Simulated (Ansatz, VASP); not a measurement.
## Two plane-wave programs on Rh

```xyz
2
Lattice="2.8611 0.0000 0.0000 -1.4305 2.4778 0.0000 0.0000 0.0000 4.1045" Properties=species:S:1:pos:R:3 pbc="T T T"
Rh    1.4306    0.8259    3.0784
Rh    0.0000    1.6519    1.0261
```

Alike in both runs: task single point; functional PBE; k mesh 18 × 18 × 10; occupations gaussian, width 0.15 eV; no spin polarisation.

```csv
,VASP,Ansatz
version,VASP 6.6.1,Ansatz 0.2.0
potentials or method,"VASP PAW PBE potentials, release 64 (Rh_pv), cutoff 520 eV","scalar-relativistic, plane waves, PAW"
valence electrons in the cell,30,34
```

Ansatz gave:

| Quantity | Value |
| --- | --- |
| gap on the k mesh at the Fermi level (eV) | none |
| pressure (GPa) | -3.4 |
| traceless stress, the component that is largest in VASP (GPa) | 15.06 |

Task: Estimate VASP's values.

Result: gap on the k mesh at the Fermi level (eV): none; pressure (GPa): -3.4; traceless stress, the component that is largest in VASP (GPa): 15.05.

A gap of «none» marks a metal or a gap that the smearing closes. VASP's potentials hold 30 valence electrons a cell and Ansatz's 34, so a difference there can come from the potentials and not from the codes.
